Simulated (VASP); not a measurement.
Wanted: the native input for a VASP 6.6.1 run.

```yaml
Task: single point
Functional: PBE
Dispersion: D3(BJ)
Potentials_or_basis: VASP PAW PBE potentials, release 64 (O, H, C)
Cutoff: 520 eV
k_mesh: 1 × 1 × 1
Occupations: fermi-dirac, width 0.05 eV
Spin: no spin polarisation
Dipole_correction: no
Further_INCAR_settings: LREAL = Auto; ALGO = Normal; EDIFF = 1e-06; NBANDS = 61
```

The structure of H18CO10 lies in POSCAR:

```
H18CO10
1.0
    6.4925300000      0.0000000000      0.0000000000
    0.0000000000      6.4647470000      0.0000000000
    0.0000000000      0.0000000000      6.6583950000
O H C
10 18 1
Direct
    0.2682775436      1.0058552949      0.1355581938
    0.9889365163      0.6094592720      0.6994178026
    0.8476818744      0.7705483293      0.3680466539
    0.5716261611      0.7824126760      0.9592101400
    0.0613782301      0.1232994888      0.5473391110
    0.7209824213      0.0904598432      0.7707863532
    0.2829251463      0.3773697563      0.8373038848
    0.7989797506      0.1684056623      0.1852999109
    0.1804535366      0.4837776328      0.1995826322
    0.4945375686      0.4558879102      0.3602820199
    0.1620169641      0.9337101668      0.0700168734
    0.3866751482      0.9133536084      0.0983720551
    0.9206118416      0.6804287933      0.5864626535
    0.8618982123      0.5755832363      0.7764033224
    0.7997498664      0.9110952060      0.3073413338
    0.7628459168      0.6800266120      0.2915717677
    0.6418761253      0.8727797082      0.8566028300
    0.5338904865      0.6443716978      0.9113157150
    0.0493798257      0.2256391472      0.4419383350
    0.1219863443      0.0050582026      0.4724411814
    0.8460184243      0.0689122096      0.6814404973
    0.6116259763      0.1379017617      0.6745619628
    0.1780199706      0.4517887552      0.7435725877
    0.2590977631      0.2304343851      0.8150612873
    0.6918874460      0.2650065037      0.2465308832
    0.7751061605      0.1761708540      0.0343776541
    0.2229177224      0.4222903077      0.0631683762
    0.2288938211      0.5574850802      0.4796200886
    0.3105723039      0.5001433157      0.3500092740
```

The input as run:

INCAR

```
  PREC = Accurate
  ENCUT = 520
  EDIFF = 1E-6
  ISMEAR = -1
  SIGMA = 0.05
  LREAL = Auto
  LASPH = True
  NELM = 60
  ALGO = Normal
  ISIF = 2
  LWAVE = False
  LCHARG = False
  GGA = PE
  IVDW = 12
  NBANDS = 61
```

KPOINTS

```
regular mesh
0
Gamma
  1 1 1
```

Potentials or basis: VASP PAW PBE potentials, release 64 (O, H, C).

Command:

```console
$ cat potpaw_PBE.64/O/POTCAR potpaw_PBE.64/H/POTCAR potpaw_PBE.64/C/POTCAR > POTCAR
$ mpirun -np 1 vasp_gam > vasp.out
```

Results of the run:

```
Pressure                   : -0.9 GPa
Largest force              : 2.686 eV/Å
Dispersion energy per atom : -0.039 eV
```

Caveat: the k points lie up to 0.97 Å⁻¹ apart; the atoms stand as in a frame of molecular dynamics.

Wall time 75 s on 1 thread of Intel Xeon 8259CL, on a shared host, peak memory 0.31 GiB.
